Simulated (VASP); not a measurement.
Wanted: the native input for a VASP 6.6.1 run.

| Item | Value |
| --- | --- |
| Task | relaxation of cell and atoms |
| Functional | PBE |
| Potentials or basis | VASP PAW PBE potentials, release 64 (Si, Sb, Au) |
| Cutoff | 600 eV |
| k mesh | 6 × 6 × 6 |
| Occupations | gaussian, width 0.1 eV |
| Spin | no spin polarisation |
| Dipole correction | no |
| Further INCAR settings | ALGO = Normal; EDIFF = 1e-06; IBRION = 2; EDIFFG = -0.01; NSW = 100; ISIF = 3 |

The structure of Si6Sb3Au lies in POSCAR:

```
Si6Sb3Au
1.0
    0.0000000000      5.1241536319      5.1241536319
    5.1241536319      0.0000000000      5.1241536319
    5.1241536319      5.1241536319      0.0000000000
Si Sb Au
6 3 1
Direct
    0.5000000000      0.0000000000      0.0000000000
    0.0000000000      0.5000000000      0.5000000000
    0.0000000000      0.5000000000      0.0000000000
    0.5000000000      0.0000000000      0.5000000000
    0.0000000000      0.0000000000      0.5000000000
    0.5000000000      0.5000000000      0.0000000000
    0.2500000000      0.2500000000      0.2500000000
    0.7500000000      0.7500000000      0.7500000000
    0.5000000000      0.5000000000      0.5000000000
    0.0000000000      0.0000000000      0.0000000000
```

The cell was built from a structure type or drawn by symmetry, and may not be a known phase.

One way to write it, as run:

INCAR

```
PREC     = Accurate       # precision mode
ENCUT    = 600            # plane-wave cutoff, eV
EDIFF    = 1E-6           # SCF threshold, eV
ISMEAR   = 0              # smearing method
SIGMA    = 0.1            # smearing width, eV
LREAL    = F              # projectors in reciprocal space
LASPH    = T              # aspherical terms in the spheres
NELM     = 80             # most SCF steps
ALGO     = Normal         # electronic algorithm
ISIF     = 3              # what is computed and relaxed
LWAVE    = F              # write WAVECAR
LCHARG   = F              # write CHGCAR
GGA      = PE             # functional
IBRION   = 2              # ionic algorithm
NSW      = 100            # ionic steps
EDIFFG   = -0.01          # ionic threshold
```

KPOINTS

```
regular mesh
0
Gamma
  6 6 6
```

Potentials or basis: VASP PAW PBE potentials, release 64 (Si, Sb, Au).

Command:

```bash
$ cat potpaw_PBE.64/Si/POTCAR potpaw_PBE.64/Sb/POTCAR potpaw_PBE.64/Au/POTCAR > POTCAR
$ mpirun -np 1 vasp_std > vasp.out
```

Results of the run:

- Relaxed volume: 26.99 Å³/atom
- Relaxed cell: a = 7.254 Å, b = 7.254 Å, c = 7.254 Å, α = 60.00°, β = 60.00°, γ = 60.00°
- Space group after relaxing (to 0.1 Å): Fm-3m (No. 225)
- Energy gained by relaxing: 0.0 meV/atom
- Ionic steps: 2
- Pressure after relaxing: 0.0 GPa
- Band gap on the k mesh: zero (bands 25 and 26 overlap by 1.14 eV)

Caveat: spin-orbit coupling is left out, which moves the levels of the heavy elements.

Run time: 9.3 min on 1 thread of Intel Xeon 8259CL, with other jobs on the host, peak memory 0.59 GiB.
